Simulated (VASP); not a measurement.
Write the native input for VASP 6.6.1 that does the following.

```
Task                   : relaxation of cell and atoms
Functional             : PBEsol
Potentials or basis    : VASP PAW PBE potentials, release 64 (Bi_d)
Cutoff                 : 600 eV
k mesh                 : 9 × 9 × 9
Occupations            : fermi-dirac, width 0.05 eV
Spin                   : no spin polarisation
Target pressure        : 10 GPa
Dipole correction      : no
Further INCAR settings : ALGO = Normal; EDIFF = 1e-07; IBRION = 2; EDIFFG = -0.02; NSW = 80; ISIF = 3
```

The structure of Bi lies in POSCAR:

```
Bi
1.0
   -1.9814305318      1.9814305318      1.9814305318
    1.9814305318     -1.9814305318      1.9814305318
    1.9814305318      1.9814305318     -1.9814305318
Bi
1
Direct
    0.0000000000      0.0000000000      0.0000000000
```

The input as run:

INCAR

```
  PREC = Accurate
  ENCUT = 600
  EDIFF = 1E-7
  ISMEAR = -1
  SIGMA = 0.05
  LREAL = False
  LASPH = True
  NELM = 60
  ALGO = Normal
  ISIF = 3
  LWAVE = False
  LCHARG = False
  GGA = PS
  IBRION = 2
  NSW = 80
  EDIFFG = -0.02
  PSTRESS = 100.0
```

KPOINTS

```
regular mesh
0
Gamma
  9 9 9
```

Potentials or basis: VASP PAW PBE potentials, release 64 (Bi_d).

The run is started by

```bash
$ cat potpaw_PBE.64/Bi_d/POTCAR > POTCAR
$ mpirun -np 1 vasp_std > vasp.out
```

Results of the run:

* Relaxed volume: 26.42 Å³/atom
* Relaxed cell: a = 3.250 Å, b = 3.250 Å, c = 3.250 Å, α = 109.47°, β = 109.47°, γ = 109.47°
* Space group after relaxing (to 0.05 Å): Im-3m (No. 229)
* Energy change on relaxing (the enthalpy is what falls): +93.4 meV/atom
* Ionic steps: 7
* Pressure after relaxing: 10.0 GPa

Caveat: the cell is relaxed towards a set pressure, so the enthalpy falls and the energy may rise; the volume moved by over 15 % at a fixed basis, so the end points are rough; the PAW data sets were made with another functional, which shifts forces and pressure a little.

Wall time 74 s on 1 thread of AMD EPYC 7R43 64-Core Processor (Zen 3), on a shared host, peak memory 0.14 GiB.
